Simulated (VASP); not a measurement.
# PbS (R3m) in VASP: notebook

PbS is run at these levels: PBEsol; tasks: single point.

Program: VASP 6.6.1. These are calculated values, not measurements. Logs are shortened: lines on timing, memory, paths and dates and some standing lists are left out, and cuts for length are marked.

## 1. The cell of the first run

It takes space group R3m (No. 160, trigonal). The conventional cell has a = 4.225 Å, b = 4.225 Å, c = 10.356 Å, α = 90.00°, β = 90.00°, γ = 120.00°. Pb (site symmetry 3m) has 6 S at 2.96 to 3.02 Å within 3.9 Å. S (site symmetry 3m) has 6 Pb at 2.96 to 3.02 Å within 3.9 Å.

## 2. Single point, PBEsol

INCAR

```
SYSTEM = PbS
ALGO = Normal ; EDIFF = 1E-6
ENCUT = 520 ; GGA = PS
ISIF = 2 ; ISMEAR = 0
LASPH = .TRUE. ; LCHARG = .TRUE.
LELF = .TRUE. ; LREAL = .FALSE.
LVHAR = .TRUE. ; LWAVE = .FALSE.
NBANDS = 17 ; NELM = 100
PREC = Accurate ; SIGMA = 0.01
```

KPOINTS

```
k-points
0
G
  6 6 6
  0 0 0
```

POSCAR

```
PbS
1.0
    2.1126617100      1.2197458000      3.4519162500
   -2.1126617100      1.2197458000      3.4519162500
    0.0000000000     -2.4394916100      3.4519162500
Pb S
1 1
Direct
    0.9805657823      0.9805657823      0.9805657782
    0.4750355513      0.4750355513      0.4750355494
```

Potentials or basis: VASP PAW PBE potentials, release 64 (Pb_d, S).

Started as:

```
> cat potpaw_PBE.64/Pb_d/POTCAR potpaw_PBE.64/S/POTCAR > POTCAR
> mpirun -np 1 vasp_std > vasp.out
```

OUTCAR:

```text
SYSTEM = PbS
   EDIFF = 1E-6
   ENCUT = 520
   GGA = PS
   ISIF = 2
   ISMEAR = 0
   LASPH = .TRUE.
   LREAL = .FALSE.
   NELM = 100
   PREC = Accurate

 ion  position               nearest neighbor table
   1  0.981  0.981  0.981-   2 2.96   2 2.96   2 2.96   2 3.02   2 3.02   2 3.02
   2  0.475  0.475  0.475-   1 2.96   1 2.96   1 2.96   1 3.02   1 3.02   1 3.02

  LATTYP: Found a trigonal (rhomboedric) cell.
 ALAT       =     4.2269191043
 COS(alpha) =     0.5003774340

  Lattice vectors:

 A1 = (   2.1126617100,   1.2197458000,   3.4519162500)
 A2 = (  -2.1126617100,   1.2197458000,   3.4519162500)
 A3 = (   0.0000000000,  -2.4394916100,   3.4519162500)

Analysis of symmetry for initial positions (statically):
=====================================================================
 Subroutine PRICEL returns:
 Original cell was already a primitive cell.

 Routine SETGRP: Setting up the symmetry group for a
 trigonal (rhombohedral) supercell.

 Subroutine GETGRP returns: Found  6 space group operations
 (whereof  6 operations were pure point group operations)
 out of a pool of 12 trial point group operations.

The static configuration has the point symmetry C_3v.

Analysis of symmetry for dynamics (positions and initial velocities):
=====================================================================
 Subroutine PRICEL returns:
 Original cell was already a primitive cell.

 Routine SETGRP: Setting up the symmetry group for a
 trigonal (rhombohedral) supercell.

 Subroutine GETGRP returns: Found  6 space group operations
 (whereof  6 operations were pure point group operations)
 out of a pool of 12 trial point group operations.

The dynamic configuration has the point symmetry C_3v.

 Subroutine INISYM returns: Found  6 space group operations
 (whereof  6 operations are pure point group operations),
 and found     1 'primitive' translations

----------------------------------------------------------------------------------------

                                     Primitive cell

  volume of cell :      53.3717

  direct lattice vectors                    reciprocal lattice vectors
     2.112661710  1.219745800  3.451916250     0.236668274  0.136640492  0.096564722
    -2.112661710  1.219745800  3.451916250    -0.236668274  0.136640492  0.096564722
     0.000000000 -2.439491610  3.451916250     0.000000000 -0.273280984  0.096564722

  length of vectors
     4.226919104  4.226919104  4.226919104     0.289840027  0.289840027  0.289840028

  position of ions in fractional coordinates (direct lattice)
     0.980565782  0.980565782  0.980565778
     0.475035551  0.475035551  0.475035549

  ion indices of the primitive-cell ions
   primitive index   ion index
                 1           1
                 2           2

----------------------------------------------------------------------------------------

 KPOINTS: k-points

Automatic generation of k-mesh.
 Grid dimensions read from file:
 generate k-points for:    6    6    6

 Generating k-lattice:

  Cartesian coordinates                     Fractional coordinates (reciprocal lattice)
     0.039444712  0.022773415  0.016094120     0.166666667  0.000000000  0.000000000
    -0.039444712  0.022773415  0.016094120     0.000000000  0.166666667  0.000000000
     0.000000000 -0.045546831  0.016094120     0.000000000  0.000000000  0.166666667

  Length of vectors
     0.048306671  0.048306671  0.048306671

  Shift w.r.t. Gamma in fractional coordinates (k-lattice)
     0.000000000  0.000000000  0.000000000

 Subroutine IBZKPT returns following result:
 ===========================================

 Found     32 irreducible k-points:

 Following reciprocal coordinates:
            Coordinates               Weight
  0.000000  0.000000  0.000000      1.000000
  0.166667  0.000000 -0.000000      6.000000
  0.333333  0.000000 -0.000000      6.000000
  0.500000 -0.000000 -0.000000      3.000000
  0.166667  0.166667 -0.000000      6.000000
  0.333333  0.166667 -0.000000     12.000000
[... 16 lines left out ...]
  0.500000  0.500000  0.166667      6.000000
 -0.333333  0.500000  0.166667     12.000000
 [... further k-points ...]
   k-points           NKPTS =     32   k-points in BZ     NKDIM =     32   number of bands    NBANDS=     17
   number of dos      NEDOS =    301   number of ions     NIONS =      2
   total plane-waves  NPLWV =  32768
   dimension x,y,z NGX =    32 NGY =   32 NGZ =   32
   dimension x,y,z NGXF=    64 NGYF=   64 NGZF=   64
   ions per type =               1   1
   NGX,Y,Z   is equivalent  to a cutoff of  12.59, 12.59, 12.59 a.u.
   NGXF,Y,Z  is equivalent  to a cutoff of  25.17, 25.17, 25.17 a.u.
 SYSTEM =  PbS
   PREC   = accura    normal or accurate (medium, high low for compatibility)
   ISTART =      0    job   : 0-new  1-cont  2-samecut
   ICHARG =      2    charge: 1-file 2-atom 10-const
   ISPIN  =      1    spin polarized calculation?
   LNONCOLLINEAR =      F non collinear calculations
   LSORBIT =      F    spin-orbit coupling
   LASPH  =      T    aspherical Exc in radial PAW
   ENCUT  =  520.0 eV  38.22 Ry    6.18 a.u.   7.86  7.86  7.86*2*pi/ulx,y,z
   NELM   =    100;   NELMIN=  2; NELMDL= -5     # of ELM steps
   EDIFF  = 0.1E-05   stopping-criterion for ELM
   LREAL  =      F    real-space projection
   EDIFFG = 0.1E-04   stopping-criterion for IOM
   NSW    =      0    number of steps for IOM
   IBRION =     -1    ionic relax: 0-MD 1-quasi-New 2-CG
   NFREE  =      0    steps in history (QN), initial steepest desc. (CG)
   ISIF   =      2    stress and relaxation
   ISYM   =      2    0-nonsym 1-usesym 2-fastsym
   POTIM  = 0.5000    time-step for ionic-motion
   TEBEG  =    0.0;   TEEND  =   0.0 temperature during run
   PSTRESS=    0.0 pullay stress
   NELECT =      20.0000    total number of electrons
   NUPDOWN=      -1.0000    fix difference up-down
   EMIN   =  10.00;   EMAX   =-10.00  energy-range for DOS
   EFERMI =   0.00;   METHOD = LEGACY
   ISMEAR =     0;   SIGMA  =   0.01  broadening in eV -4-tet -1-fermi 0-gaus
   EFERMI_NEDOS =   21; number of points for ismear=-14 and -15
   IALGO  =     38    algorithm
   IMIX   =      4    mixing-type and parameters
     AMIX     =   0.40;   BMIX     =  1.00
     AMIX_MAG =   1.60;   BMIX_MAG =  1.00
  volume/ion in A,a.u.               =      26.69       180.08
  Fermi-wavevector in a.u.,A,eV,Ry     =   1.180270  2.230386 18.953411  1.393036
  Thomas-Fermi vector in A             =   2.316565
   LORBIT       =      0    0 simple, 1 ext, 2 COOP (PROOUT), +10 PAW based schemes
   GGA     = PS    functional components
   LHFCALC =     F    Hartree Fock is set to
   AEXX    =    0.0000 exact exchange contribution
   IVDW    =     0    specifies the selected vdW correction
   LEPSILON=     F    determine dielectric tensor
   LRPA    =     F    only Hartree local field effects (RPA)
 non-spin polarized calculation
 Gauss-broadening in eV      SIGMA  =   0.01
  energy-cutoff  :      520.00
  volume of cell :       53.37
 maximum number of plane-waves:      1459
   NGX = 15   NGY = 15   NGZ = 15

 number of electron      20.0000002 magnetization

 Free energy of the ion-electron system (eV)
  ---------------------------------------------------
  ext. energy  EPLUGINS =         0.00000000
  ---------------------------------------------------
  free energy    TOTEN  =        -9.44667247 eV

  energy without entropy =       -9.44667247  energy(sigma->0) =       -9.44667247

 E-fermi :   5.4034     XC(G=0):  -9.7817

 val. band max:        5.3574496965   @ k =   0.5000  -0.0000  -0.0000
 cond. band min:       5.7130041453   @ k =   0.5000  -0.0000  -0.0000
 fundamental gap:      0.3555544489
 Fermi energy:         5.4034386355

 k-point     1 :       0.0000    0.0000    0.0000
  band No.  band energies     occupation
      1     -11.3122      2.00000
      2     -11.3120      2.00000
      3     -11.3120      2.00000
      4     -11.2986      2.00000
      5     -11.2986      2.00000
      6      -8.0148      2.00000
[... 9 lines left out ...]
     16      12.1205      0.00000
     17      13.9001      0.00000

 k-point     2 :       0.1667    0.0000   -0.0000
  band No.  band energies     occupation
      1     -11.3113      2.00000
      2     -11.3103      2.00000
      3     -11.3103      2.00000
      4     -11.2966      2.00000
      5     -11.2966      2.00000
      6      -7.7863      2.00000
[... 9 lines left out ...]
     16      12.6943      0.00000
     17      15.7029      0.00000

 k-point     3 :       0.3333    0.0000   -0.0000
  band No.  band energies     occupation
      1     -11.3232      2.00000
      2     -11.3225      2.00000
      3     -11.3093      2.00000
      4     -11.2770      2.00000
      5     -11.2769      2.00000
      6      -7.2076      2.00000
[... 9 lines left out ...]
     16      14.0951      0.00000
     17      17.4004      0.00000

 k-point     4 :       0.5000   -0.0000   -0.0000
  band No.  band energies     occupation
      1     -11.3301      2.00000
      2     -11.3293      2.00000
      3     -11.3088      2.00000
      4     -11.2665      2.00000
      5     -11.2663      2.00000
      6      -6.8021      2.00000
[... 9 lines left out ...]
     16      15.5182      0.00000
     17      15.8130      0.00000
[... 343 lines left out ...]
      1     -11.3708      2.00000
      2     -11.3129      2.00000
      3     -11.3027      2.00000
      4     -11.2739      2.00000
      5     -11.2702      2.00000
      6      -6.7611      2.00000
[... 9 lines left out ...]
     16      15.9196      0.00000
     17      16.2479      0.00000

 k-point    23 :       0.5000    0.5000    0.1667
  band No.  band energies     occupation
      1     -11.4099      2.00000
      2     -11.3247      2.00000
      3     -11.2862      2.00000
      4     -11.2658      2.00000
      5     -11.2597      2.00000
      6      -6.5174      2.00000
[... 9 lines left out ...]
     16      16.6643      0.00000
     17      17.1408      0.00000

 k-point    24 :      -0.3333    0.5000    0.1667
  band No.  band energies     occupation
      1     -11.4110      2.00000
      2     -11.3165      2.00000
      3     -11.2897      2.00000
      4     -11.2758      2.00000
      5     -11.2546      2.00000
      6      -6.3707      2.00000
[... 9 lines left out ...]
     16      17.1257      0.00000
     17      17.6564      0.00000

 [... further k-points ...]
[... 5 lines left out ...]
  --------------------------------------------------------------------------------------
  -------------------------------------------------------------------------------------
  Total       -0.7045593     -0.7045593     -0.7005045      0.0000000      0.0000000      0.0000000
  in kB      -21.1503386    -21.1503384    -21.0286163      0.0000000      0.0000000      0.0000000
  external PRESSURE =     -21.1097644 kB  Pullay stress =       0.0000000 kB

 VOLUME and BASIS-vectors are now :
 -----------------------------------------------------------------------------
  energy-cutoff  :      520.00
  volume of cell :       53.37
      direct lattice vectors                 reciprocal lattice vectors
     2.112661710  1.219745800  3.451916250     0.236668274  0.136640492  0.096564722
    -2.112661710  1.219745800  3.451916250    -0.236668274  0.136640492  0.096564722
     0.000000000 -2.439491610  3.451916250     0.000000000 -0.273280984  0.096564722

 POSITION                                       TOTAL-FORCE (eV/Angst)
 -----------------------------------------------------------------------------------
      0.00000      0.00000     10.15449         0.000000     -0.000000      0.001742
      0.00000     -0.00000      4.91935         0.000000      0.000000     -0.001742
 -----------------------------------------------------------------------------------
    total drift:                                0.000000     -0.000010     -0.000308

  FREE ENERGIE OF THE ION-ELECTRON SYSTEM (eV)
  ---------------------------------------------------
  free  energy   TOTEN  =        -9.4466724665 eV

  energy  without entropy=       -9.4466724665  energy(sigma->0) =       -9.44667247
```

It took 41 s on 1 thread of Intel Xeon 6975P-C, shared host; peak memory 0.16 GiB.

Results:

```
Free energy            : -9.4467 eV
Pressure               : -2.1 GPa
Band gap on the k mesh : 0.36 eV, direct
```

Levels at points of the mesh, in eV from the valence-band top:
| k point | band 6 | band 7 | band 8 | band 9 | band 10 | band 11 | band 12 | band 13 | band 14 | band 15 |
| --- | --- | --- | --- | --- | --- | --- | --- | --- | --- | --- |
| (0.00, 0.00, 0.00) | -13.37 | -6.06 | -2.03 | -2.03 | -2.03 | 5.10 | 5.12 | 5.12 | 6.74 | 6.74 |
| (0.50, 0.00, 0.00) | -12.16 | -8.73 | -1.66 | -1.66 | 0.00 | 0.36 | 1.99 | 1.99 | 8.49 | 10.16 |
| (0.50, 0.50, 0.00) | -11.76 | -7.18 | -5.02 | -3.29 | -3.28 | 3.83 | 5.48 | 5.59 | 5.61 | 11.19 |
| (0.50, 0.50, 0.50) | -12.17 | -8.72 | -1.65 | -1.65 | -0.04 | 0.40 | 1.98 | 1.98 | 8.48 | 10.16 |

Caveat: the PAW data sets were made with another functional, which shifts forces and pressure a little; spin-orbit coupling is left out, which moves the levels of the heavy elements. A k mesh can miss the band edges.

## 3. Single point, PBEsol

INCAR

```
PREC = Accurate ; ENCUT = 520
EDIFF = 1E-6 ; ISMEAR = 0
SIGMA = 0.01 ; LREAL = F
LASPH = T ; NELM = 60
ALGO = Normal ; ISIF = 2
LWAVE = F ; LCHARG = T
GGA = PS ; LELF = T
LVHAR = T ; NBANDS = 17
```

KPOINTS

```
regular mesh
0
Gamma
  6 6 6
```

POSCAR is that of step 2.

Potentials or basis: VASP PAW PBE potentials, release 64 (Pb_d, S).

Started as:

```
> cat potpaw_PBE.64/Pb_d/POTCAR potpaw_PBE.64/S/POTCAR > POTCAR
> mpirun -np 1 vasp_std > vasp.out
```

Run time: 37 s. Hardware: 1 thread of Intel Xeon 6975P-C, shared host; peak memory 0.16 GiB.

Results (log left out):

| Quantity | Value |
| --- | --- |
| Free energy | -9.4467 eV |
| Pressure | -2.1 GPa |
| Band gap on the k mesh | 0.36 eV, direct |

Levels at points of the mesh, in eV from the valence-band top:
```csv
k point,band 7,band 8,band 9,band 10,band 11,band 12,band 13,band 14
"(0.00, 0.00, 0.00)",-6.06,-2.03,-2.03,-2.03,5.10,5.12,5.12,6.74
"(0.50, 0.00, 0.00)",-8.73,-1.66,-1.66,0.00,0.36,1.99,1.99,8.49
"(0.50, 0.50, 0.00)",-7.18,-5.02,-3.29,-3.28,3.83,5.48,5.59,5.61
"(0.50, 0.50, 0.50)",-8.72,-1.65,-1.65,-0.04,0.40,1.98,1.98,8.48
```

Caveat: the PAW data sets were made with another functional, which shifts forces and pressure a little; spin-orbit coupling is left out, which moves the levels of the heavy elements. A k mesh can miss the band edges.
